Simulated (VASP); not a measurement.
Input of a VASP 6.6.1 run:

File INCAR:

```
SYSTEM = B2Pb2O
PREC = Accurate
ENCUT = 520
EDIFF = 1E-7
ISMEAR = 0
SIGMA = 0.1
LREAL = .False.
LASPH = .True.
NELM = 80
ALGO = Fast
ISIF = 2
LWAVE = .False.
LCHARG = .False.
GGA = PE
NBANDS = 28
```

KPOINTS

```
Automatic mesh
0
Gamma
  12 12 6
  0 0 0
```

POSCAR

```
B2Pb2O
1.0
    3.0556082990      0.0000000000      0.0000000000
    0.0000000000      3.0556082990      0.0000000000
    0.0000000000      0.0000000000      8.2401230488
B Pb O
2 2 1
Direct
    0.5000000000      0.0000000000      0.5000000000
    0.0000000000      0.5000000000      0.5000000000
    0.5000000000      0.5000000000      0.8001602574
    0.5000000000      0.5000000000      0.1998397426
    0.0000000000      0.0000000000      0.0000000000
```

Potentials or basis: VASP PAW PBE potentials, release 64 (B, Pb_d, O).

The run is started by

```console
$ cat potpaw_PBE.64/B/POTCAR potpaw_PBE.64/Pb_d/POTCAR potpaw_PBE.64/O/POTCAR > POTCAR
$ mpirun -np 1 vasp_std > vasp.out
```

(1) What does it give for the largest force?

(2) Predict the band gap on the k mesh.

(3) Predict the pressure.

Results:

(1) 0.005 eV/Å.

(2) zero (bands 20 and 21 overlap by 2.64 eV).

(3) 0.0 GPa.

Caveat: spin-orbit coupling is left out, which moves the levels of the heavy elements.
